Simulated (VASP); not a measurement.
Set up this calculation in VASP 6.6.1, as the native input.

- Task: relaxation of cell and atoms
- Functional: LDA
- Potentials or basis: VASP PAW LDA potentials, release 64 (Ga_d, P)
- Cutoff: 500 eV
- k mesh: 16 × 16 × 16
- Occupations: gaussian, width 0.1 eV
- Spin: no spin polarisation
- Target pressure: 18 GPa
- Dipole correction: no
- Further INCAR settings: ALGO = Normal; EDIFF = 1e-07; IBRION = 2; EDIFFG = -0.005; NSW = 80; ISIF = 3

The structure of GaP (ordered beta-tin type) lies in POSCAR:

```
GaP
1.0
   -2.2906534308      2.2906534308      1.2575395259
    2.2906534308     -2.2906534308      1.2575395259
    2.2906534308      2.2906534308     -1.2575395259
Ga P
1 1
Direct
    0.0000000000      0.0000000000      0.0000000000
    0.7500000000      0.2500000000      0.5000000000
```

The input as run:

INCAR

```
SYSTEM = GaP
ALGO     = Normal         ! electronic algorithm
EDIFF    = 1E-7           ! SCF threshold, eV
EDIFFG   = -0.005         ! ionic threshold
ENCUT    = 500            ! plane-wave cutoff, eV
GGA_COMPAT= .False.      
IBRION   = 2              ! ionic algorithm
ISIF     = 3              ! what is computed and relaxed
ISMEAR   = 0              ! smearing method
LASPH    = .True.         ! aspherical terms in the spheres
LCHARG   = .False.        ! write CHGCAR
LREAL    = .False.        ! projectors in reciprocal space
LWAVE    = .False.        ! write WAVECAR
NELM     = 120            ! most SCF steps
NELMIN   = 4            
NSW      = 80             ! ionic steps
PREC     = Accurate       ! precision mode
PSTRESS  = 180.0        
SIGMA    = 0.1            ! smearing width, eV
```

KPOINTS

```
k-points
0
Gamma
  16 16 16
  0 0 0
```

Potentials or basis: VASP PAW LDA potentials, release 64 (Ga_d, P).

The run is started by

```bash
$ cat potpaw_LDA.64/Ga_d/POTCAR potpaw_LDA.64/P/POTCAR > POTCAR
$ mpirun -np 1 vasp_std > vasp.out
```

Results of the run:

- Relaxed volume: 13.64 Å³/atom
- Relaxed cell: a = 3.512 Å, b = 3.512 Å, c = 3.512 Å, α = 97.55°, β = 97.55°, γ = 137.48°
- Space group after relaxing (to 0.1 Å): I-4m2 (No. 119)
- Energy change on relaxing (the run minimises the enthalpy): -58.9 meV/atom
- Ionic steps: 8
- Pressure after relaxing: 18.0 GPa
- Band gap on the k mesh: zero (bands 9 and 10 overlap by 6.45 eV)

Caveat: the cell is relaxed towards a set pressure, so the run minimises the enthalpy, not the energy.

It took 18 min on 1 thread of Intel Xeon 8259CL (shared host), peak memory 0.26 GiB.
